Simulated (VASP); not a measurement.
# B (P6/mmm) in VASP: further runs

Runs on B. Level: PBEsol. Tasks: single point.

Everything below comes from runs of VASP 6.6.1. Logs are shortened: lines on timing, memory, paths and dates and some standing lists are left out, and cuts for length are marked.

## (1) The cell of the first run

The structure is hexagonal, space group P6/mmm (No. 191). The conventional cell has a = 1.702 Å, b = 1.702 Å, c = 3.690 Å, α = 90.00°, β = 90.00°, γ = 120.00°. B (site symmetry 6/mmm) has 6 B at 1.70 Å within 2.3 Å.

## (2) Single point, PBEsol (strain +0.000 along x and y, +0.015 along z)

Contents of INCAR:

```
PREC     = Accurate       # precision mode
ENCUT    = 520            # plane-wave cutoff, eV
EDIFF    = 1E-6           # SCF threshold, eV
ISMEAR   = 0              # smearing method
SIGMA    = 0.15           # smearing width, eV
LREAL    = F              # projectors in reciprocal space
LASPH    = T              # aspherical terms in the spheres
NELM     = 80             # most SCF steps
ALGO     = Normal         # electronic algorithm
ISIF     = 2              # what is computed and relaxed
LWAVE    = F              # write WAVECAR
LCHARG   = T              # write CHGCAR
GGA      = PS             # functional
LELF     = T              # ELF
LVHAR    = T            
NBANDS   = 8              # bands
```

Contents of KPOINTS:

```
regular mesh
0
Gamma
  33 33 14
```

Contents of POSCAR:

```
B
1.0
    1.7024335758      0.0000000000      0.0000000000
   -0.8512167879      1.4743507249      0.0000000000
    0.0000000000      0.0000000000      3.6899541928
B
1
Direct
    0.0000000000      0.0000000000      0.0000000000
```

Potentials or basis: VASP PAW PBE potentials, release 64 (B).

Started as:

```sh
$ cat potpaw_PBE.64/B/POTCAR > POTCAR
$ mpirun -np 1 vasp_std > vasp.out
```

OUTCAR:

```text
PREC = Accurate
   ENCUT = 520
   EDIFF = 1E-6
   ISMEAR = 0
   LREAL = F
   LASPH = T
   NELM = 80
   ISIF = 2
   GGA = PS

 ion  position               nearest neighbor table
   1  0.000  0.000  0.000-

  LATTYP: Found a hexagonal cell.
 ALAT       =     1.7024335758
 C/A-ratio  =     2.1674585401

  Lattice vectors:

 A1 = (   1.7024335758,   0.0000000000,   0.0000000000)
 A2 = (  -0.8512167879,   1.4743507249,   0.0000000000)
 A3 = (   0.0000000000,   0.0000000000,   3.6899541928)

Analysis of symmetry for initial positions (statically):
=====================================================================
 Subroutine PRICEL returns:
 Original cell was already a primitive cell.

 Routine SETGRP: Setting up the symmetry group for a
 hexagonal supercell.

 Subroutine GETGRP returns: Found 24 space group operations
 (whereof 24 operations were pure point group operations)
 out of a pool of 24 trial point group operations.

The static configuration has the point symmetry D_6h.

Analysis of symmetry for dynamics (positions and initial velocities):
=====================================================================
 Subroutine PRICEL returns:
 Original cell was already a primitive cell.

 Routine SETGRP: Setting up the symmetry group for a
 hexagonal supercell.

 Subroutine GETGRP returns: Found 24 space group operations
 (whereof 24 operations were pure point group operations)
 out of a pool of 24 trial point group operations.

The dynamic configuration has the point symmetry D_6h.

 Subroutine INISYM returns: Found 24 space group operations
 (whereof 24 operations are pure point group operations),
 and found     1 'primitive' translations

----------------------------------------------------------------------------------------

                                     Primitive cell

  volume of cell :       9.2617

  direct lattice vectors                    reciprocal lattice vectors
     1.702433576  0.000000000  0.000000000     0.587394430  0.339132332  0.000000000
    -0.851216788  1.474350725  0.000000000     0.000000000  0.678264665  0.000000000
     0.000000000  0.000000000  3.689954193     0.000000000  0.000000000  0.271006074

  length of vectors
     1.702433576  1.702433576  3.689954193     0.678264665  0.678264665  0.271006074

  position of ions in fractional coordinates (direct lattice)
     0.000000000  0.000000000  0.000000000

  ion indices of the primitive-cell ions
   primitive index   ion index
                 1           1

----------------------------------------------------------------------------------------

 KPOINTS: regular mesh

Automatic generation of k-mesh.
 Grid dimensions read from file:
 generate k-points for:   33   33   14

 Generating k-lattice:

  Cartesian coordinates                     Fractional coordinates (reciprocal lattice)
     0.017799831  0.010276737  0.000000000     0.030303030  0.000000000  0.000000000
     0.000000000  0.020553475  0.000000000     0.000000000  0.030303030  0.000000000
     0.000000000  0.000000000  0.019357577     0.000000000  0.000000000  0.071428571

  Length of vectors
     0.020553475  0.020553475  0.019357577

  Shift w.r.t. Gamma in fractional coordinates (k-lattice)
     0.000000000  0.000000000  0.000000000

 Subroutine IBZKPT returns following result:
 ===========================================

 Found    864 irreducible k-points:

 Following reciprocal coordinates:
            Coordinates               Weight
  0.000000  0.000000  0.000000      1.000000
  0.030303 -0.000000  0.000000      6.000000
  0.060606 -0.000000  0.000000      6.000000
  0.090909 -0.000000  0.000000      6.000000
  0.121212 -0.000000  0.000000      6.000000
  0.151515 -0.000000  0.000000      6.000000
[... 16 lines left out ...]
  0.181818  0.030303  0.000000     12.000000
  0.212121  0.030303  0.000000     12.000000
 [... further k-points ...]
   k-points           NKPTS =    864   k-points in BZ     NKDIM =    864   number of bands    NBANDS=      8
   number of dos      NEDOS =    301   number of ions     NIONS =      1
   total plane-waves  NPLWV =   5488
   dimension x,y,z NGX =    14 NGY =   14 NGZ =   28
   dimension x,y,z NGXF=    28 NGYF=   28 NGZF=   56
   ions per type =               1
   NGX,Y,Z   is equivalent  to a cutoff of  13.67, 13.67, 12.62 a.u.
   NGXF,Y,Z  is equivalent  to a cutoff of  27.34, 27.34, 25.23 a.u.
 SYSTEM =  unknown system
   PREC   = accura    normal or accurate (medium, high low for compatibility)
   ISTART =      0    job   : 0-new  1-cont  2-samecut
   ICHARG =      2    charge: 1-file 2-atom 10-const
   ISPIN  =      1    spin polarized calculation?
   LNONCOLLINEAR =      F non collinear calculations
   LSORBIT =      F    spin-orbit coupling
   LASPH  =      T    aspherical Exc in radial PAW
   ENCUT  =  520.0 eV  38.22 Ry    6.18 a.u.   3.17  3.17  6.86*2*pi/ulx,y,z
   NELM   =     80;   NELMIN=  2; NELMDL= -5     # of ELM steps
   EDIFF  = 0.1E-05   stopping-criterion for ELM
   LREAL  =      F    real-space projection
   EDIFFG = 0.1E-04   stopping-criterion for IOM
   NSW    =      0    number of steps for IOM
   IBRION =     -1    ionic relax: 0-MD 1-quasi-New 2-CG
   NFREE  =      0    steps in history (QN), initial steepest desc. (CG)
   ISIF   =      2    stress and relaxation
   ISYM   =      2    0-nonsym 1-usesym 2-fastsym
   POTIM  = 0.5000    time-step for ionic-motion
   TEBEG  =    0.0;   TEEND  =   0.0 temperature during run
   PSTRESS=    0.0 pullay stress
   NELECT =       3.0000    total number of electrons
   NUPDOWN=      -1.0000    fix difference up-down
   EMIN   =  10.00;   EMAX   =-10.00  energy-range for DOS
   EFERMI =   0.00;   METHOD = LEGACY
   ISMEAR =     0;   SIGMA  =   0.15  broadening in eV -4-tet -1-fermi 0-gaus
   EFERMI_NEDOS =   21; number of points for ismear=-14 and -15
   IALGO  =     38    algorithm
   IMIX   =      4    mixing-type and parameters
     AMIX     =   0.40;   BMIX     =  1.00
     AMIX_MAG =   1.60;   BMIX_MAG =  1.00
  volume/ion in A,a.u.               =       9.26        62.50
  Fermi-wavevector in a.u.,A,eV,Ry     =   1.124306  2.124631 17.198640  1.264064
  Thomas-Fermi vector in A             =   2.260977
   LORBIT       =      0    0 simple, 1 ext, 2 COOP (PROOUT), +10 PAW based schemes
   GGA     = PS    functional components
   LHFCALC =     F    Hartree Fock is set to
   AEXX    =    0.0000 exact exchange contribution
   IVDW    =     0    specifies the selected vdW correction
   LEPSILON=     F    determine dielectric tensor
   LRPA    =     F    only Hartree local field effects (RPA)
 non-spin polarized calculation
 Gauss-broadening in eV      SIGMA  =   0.15
  energy-cutoff  :      520.00
  volume of cell :        9.26
 maximum number of plane-waves:       264
 NGX is ok and might be reduce to    14
   NGX =  7   NGY =  7   NGZ = 13

 number of electron       3.0000000 magnetization

 Free energy of the ion-electron system (eV)
  ---------------------------------------------------
  ext. energy  EPLUGINS =         0.00000000
  ---------------------------------------------------
  free energy    TOTEN  =        -6.30544256 eV

  energy without entropy =       -6.30237128  energy(sigma->0) =       -6.30390692

 E-fermi :   5.1716     XC(G=0): -10.1530

 val. band max:        5.1710726328   @ k =   0.2727   0.0909   0.0000
 cond. band min:       5.1818400206   @ k =   0.3333   0.2424   0.0000
 fundamental gap:      0.0107673879
 Fermi energy:         5.1716487379

 k-point     1 :       0.0000    0.0000    0.0000
  band No.  band energies     occupation
      1     -12.0935      2.00000
      2      -1.7485      2.00000
      3       7.2012      0.00000
      4      30.0225      0.00000
      5      30.0225      0.00000
      6      30.2030      0.00000
      7      35.9757      0.00000
      8      51.3198      0.00000

 k-point     2 :       0.0303   -0.0000    0.0000
  band No.  band energies     occupation
      1     -12.0511      2.00000
      2      -1.6880      2.00000
      3       7.2541      0.00000
      4      29.7711      0.00000
      5      29.8820      0.00000
      6      30.2505      0.00000
      7      36.1305      0.00000
      8      50.0013      0.00000

 k-point     3 :       0.0606   -0.0000    0.0000
  band No.  band energies     occupation
      1     -11.9239      2.00000
      2      -1.5064      2.00000
      3       7.4125      0.00000
      4      29.0656      0.00000
      5      29.4817      0.00000
      6      30.3916      0.00000
      7      36.5310      0.00000
      8      47.9691      0.00000

 k-point     4 :       0.0909   -0.0000    0.0000
  band No.  band energies     occupation
      1     -11.7122      2.00000
      2      -1.2042      2.00000
      3       7.6757      0.00000
      4      27.9958      0.00000
      5      28.8754      0.00000
      6      30.6207      0.00000
      7      37.0462      0.00000
      8      46.2135      0.00000

 k-point     5 :       0.1212   -0.0000    0.0000
  band No.  band energies     occupation
      1     -11.4168      2.00000
      2      -0.7818      2.00000
      3       8.0418      0.00000
      4      26.6343      0.00000
      5      28.1291      0.00000
      6      30.9265      0.00000
      7      37.5460      0.00000
      8      44.9459      0.00000
[... 177 lines left out ...]
 k-point    22 :       0.1515    0.0303    0.0000
  band No.  band energies     occupation
      1     -10.7871      2.00000
      2       0.1203      2.00000
      3       8.8147      0.00000
      4      24.1785      0.00000
      5      26.6248      0.00000
      6      31.5051      0.00000
      7      38.2352      0.00000
      8      44.0462      0.00000

 k-point    23 :       0.1818    0.0303    0.0000
  band No.  band energies     occupation
      1     -10.2874      2.00000
      2       0.8386      2.00000
      3       9.4143      0.00000
      4      22.3711      0.00000
      5      25.7818      0.00000
      6      31.8532      0.00000
      7      38.4166      0.00000
      8      44.1672      0.00000

 k-point    24 :       0.2121    0.0303    0.0000
  band No.  band energies     occupation
      1      -9.7101      2.00000
      2       1.6721      2.00000
      3      10.0786      0.00000
      4      20.5266      0.00000
      5      24.9695      0.00000
      6      32.0470      0.00000
      7      38.5111      0.00000
      8      41.7495      0.00000

 [... further k-points ...]
[... 5 lines left out ...]
  --------------------------------------------------------------------------------------
  -------------------------------------------------------------------------------------
  Total        0.1684604      0.1684604     -0.0513361      0.0000000     -0.0000000     -0.0000000
  in kB       29.1418031     29.1418031     -8.8805789      0.0000000     -0.0000000     -0.0000000
  external PRESSURE =      16.4676757 kB  Pullay stress =       0.0000000 kB

 VOLUME and BASIS-vectors are now :
 -----------------------------------------------------------------------------
  energy-cutoff  :      520.00
  volume of cell :        9.26
      direct lattice vectors                 reciprocal lattice vectors
     1.702433576  0.000000000  0.000000000     0.587394430  0.339132332  0.000000000
    -0.851216788  1.474350725  0.000000000     0.000000000  0.678264665  0.000000000
     0.000000000  0.000000000  3.689954193     0.000000000  0.000000000  0.271006074

 POSITION                                       TOTAL-FORCE (eV/Angst)
 -----------------------------------------------------------------------------------
      0.00000      0.00000      0.00000         0.000000      0.000000      0.000000
 -----------------------------------------------------------------------------------
    total drift:                                0.000000     -0.000000     -0.000000

  FREE ENERGIE OF THE ION-ELECTRON SYSTEM (eV)
  ---------------------------------------------------
  free  energy   TOTEN  =        -6.3054425562 eV

  energy  without entropy=       -6.3023712815  energy(sigma->0) =       -6.30390692
```

Run time: 29 s. Hardware: 1 thread of Intel Xeon 6975P-C, shared host; peak memory 0.16 GiB.

Results:

```yaml
Free_energy: -6.3054 eV
Pressure: 1.6 GPa
```

Stress tensor (GPa, compression positive):
```
 2.91  0.00  0.00
 0.00  2.91  0.00
 0.00  0.00 -0.89
```

Levels at points of the mesh, in eV from the Fermi level:
```tsv
k point	band 1	band 2	band 3	band 4	band 5	band 6	band 7
(0.00, 0.00, 0.00)	-17.27	-6.92	2.03	24.85	24.85	25.03	30.80
(0.00, 0.00, 0.50)	-16.97	-8.71	8.43	13.12	24.86	24.86	44.68
```

Caveat: the cell differs from its parent crystal (strain +0.000 along x and y, +0.015 along z); the PAW data sets were made with another functional, which shifts forces and pressure a little.

(Continued in part 2 of 2.)
